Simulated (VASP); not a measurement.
Wanted: the native input for a VASP 6.6.1 run.

```
Task                   : single point
Functional             : r2SCAN
Dispersion             : D4
Potentials or basis    : VASP PAW PBE potentials, release 64 (Ta_pv, N)
Cutoff                 : 520 eV
k mesh                 : 5 × 5 × 8
Occupations            : fermi-dirac, width 0.05 eV
Spin                   : no spin polarisation
Dipole correction      : no
Further INCAR settings : ALGO = Normal; EDIFF = 1e-07; NBANDS = 33
```

The system is TaN.

```
Ta N
1.0
     5.12084    0.00000    0.00000
    -2.56042    4.43478    0.00000
     0.00000    0.00000    2.86870
Ta N
3 3
Cartesian
  0.0000 0.0000 0.0000
  0.0000 2.9565 1.4343
  2.5604 1.4783 1.4343
  2.5604 0.0000 0.0000
  1.2802 2.2174 0.0000
  -1.2802 2.2174 0.0000
```

These files were run (other wordings do the same):

POSCAR

```
TaN
1.0
    5.1208427511      0.0000000000      0.0000000000
   -2.5604213756      4.4347800385      0.0000000000
    0.0000000000      0.0000000000      2.8686978849
Ta N
3 3
Direct
    0.0000000000      0.0000000000      0.0000000000
    0.3333333333      0.6666666667      0.5000000000
    0.6666666667      0.3333333333      0.5000000000
    0.5000000000      0.0000000000      0.0000000000
    0.5000000000      0.5000000000      0.0000000000
    0.0000000000      0.5000000000      0.0000000000
```

INCAR.step1

```
SYSTEM = TaN
PREC = Accurate
ENCUT = 520
ISMEAR = -1
SIGMA = 0.05
LREAL = .FALSE.
LASPH = .TRUE.
NELM = 60
NBANDS = 33
GGA = PE
ALGO = Normal
EDIFF = 1E-4
LWAVE = .TRUE.
LCHARG = .FALSE.
```

INCAR.step2

```
SYSTEM = TaN
PREC = Accurate
ENCUT = 520
EDIFF = 1E-7
ISMEAR = -1
SIGMA = 0.05
LREAL = .FALSE.
LASPH = .TRUE.
NELM = 60
ALGO = Normal
ISIF = 2
LWAVE = .FALSE.
LCHARG = .FALSE.
METAGGA = R2SCAN
LMIXTAU = .TRUE.
IVDW = 13
VDW_S6 = 1.0
VDW_S8 = 0.6018749
VDW_A1 = 0.51559235
VDW_A2 = 5.77342911
NBANDS = 33
ISTART = 1
```

KPOINTS

```
Automatic mesh
0
G
  5 5 8
  0 0 0
```

Potentials or basis: VASP PAW PBE potentials, release 64 (Ta_pv, N).

The run is started by

```sh
$ cat potpaw_PBE.64/Ta_pv/POTCAR potpaw_PBE.64/N/POTCAR > POTCAR
$ cp INCAR.step1 INCAR
$ mpirun -np 1 vasp_std > vasp.out
$ cp INCAR.step2 INCAR
$ mpirun -np 1 vasp_std > vasp.out
```

Results of the run:

The pressure is 20.5 GPa. The band gap on the k mesh is zero (bands 24 and 25 overlap by 2.35 eV). The dispersion energy per atom is -0.113 eV.

Caveat: the cell stands under pressure; the PAW data sets were made with another functional, which shifts forces and pressure a little; spin-orbit coupling is left out, which moves the levels of the heavy elements.

Run time: 5.3 min on 1 thread of Intel Xeon 8259CL, with other jobs on the host, peak memory 0.22 GiB.
